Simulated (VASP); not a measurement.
Here is a VASP 6.6.1 calculation.

The input INCAR:

```
PREC = Accurate
ENCUT = 520
EDIFF = 1E-7
ISMEAR = -1
SIGMA = 0.05
LREAL = False
LASPH = True
NELM = 60
ALGO = Normal
ISIF = 2
LWAVE = False
LCHARG = False
GGA = CA
NBANDS = 22
```

The input KPOINTS:

```
Automatic mesh
0
Gamma
  8 8 5
```

File POSCAR:

```
Cd2S
1.0
    3.9091138886      0.0000000000      0.0000000000
   -1.9545569443      3.3853919338      0.0000000000
    0.0000000000      0.0000000000      5.7306797810
Cd S
2 1
Direct
    0.3333333333      0.6666666667      0.9327170000
    0.6666666667      0.3333333333      0.5787350000
    0.3333333333      0.6666666667      0.3657050000
```

Potentials or basis: VASP PAW LDA potentials, release 64 (Cd, S).

Command:

```sh
$ cat potpaw_LDA.64/Cd/POTCAR potpaw_LDA.64/S/POTCAR > POTCAR
$ mpirun -np 1 vasp_std > vasp.out
```

(1) Predict the band gap on the k mesh.

(2) Estimate the largest force.

Results:

(1) 0.21 eV, indirect (least direct gap 0.57 eV).

(2) 0.102 eV/Å.
